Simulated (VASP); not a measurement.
A run of VASP 6.6.1 is set up as follows.

Contents of INCAR:

```
SYSTEM = GePt
  ALGO = Normal
  EDIFF = 1E-7
  EDIFFG = -0.04
  ENCUT = 600
  GGA = PE
  IBRION = 2
  ISIF = 3
  ISMEAR = 0
  LASPH = .True.
  LCHARG = .False.
  LREAL = .False.
  LWAVE = .False.
  NELM = 100
  NSW = 90
  PREC = Accurate
  SIGMA = 0.1
```

The input KPOINTS:

```
k-points
0
Gamma
  6 6 6
  0 0 0
```

Contents of POSCAR:

```
GePt
1.0
    0.0000000000      2.5787679100      2.5787679100
    2.5787679100      0.0000000000      2.5787679100
    2.5787679100      2.5787679100      0.0000000000
Ge Pt
1 1
Direct
    0.5000000000      0.5000000000      0.5000000000
    0.0000000000      0.0000000000      0.0000000000
```

Potentials or basis: VASP PAW PBE potentials, release 64 (Ge_d, Pt).

The run is started by

```sh
$ cat potpaw_PBE.64/Ge_d/POTCAR potpaw_PBE.64/Pt/POTCAR > POTCAR
$ mpirun -np 1 vasp_std > vasp.out
```

Q: Predict the band gap on the k mesh.

A: Zero (bands 12 and 13 overlap by 3.16 eV).

Q: What does it give for the space group after relaxing (to 0.1 Å)?

A: Fm-3m (No. 225).

Q: Estimate the relaxed cell.

A: a = 3.683 Å, b = 3.683 Å, c = 3.683 Å, α = 60.00°, β = 60.00°, γ = 60.00°.

Q: Estimate the relaxed volume.

A: 17.67 Å³/atom.

Final structure:
```cif
data_structure
_symmetry_space_group_name_H-M 'P 1'
_symmetry_Int_Tables_number 1
_cell_length_a 3.6835
_cell_length_b 3.6835
_cell_length_c 3.6835
_cell_angle_alpha 60.000
_cell_angle_beta 60.000
_cell_angle_gamma 60.000
_cell_volume 35.34
loop_
_atom_site_label
_atom_site_type_symbol
_atom_site_fract_x
_atom_site_fract_y
_atom_site_fract_z
_atom_site_occupancy
Ge1 Ge 0.50000 0.50000 0.50000 1
Pt1 Pt 0.00000 0.00000 0.00000 1
```

Caveat: spin-orbit coupling is left out, which moves the levels of the heavy elements.
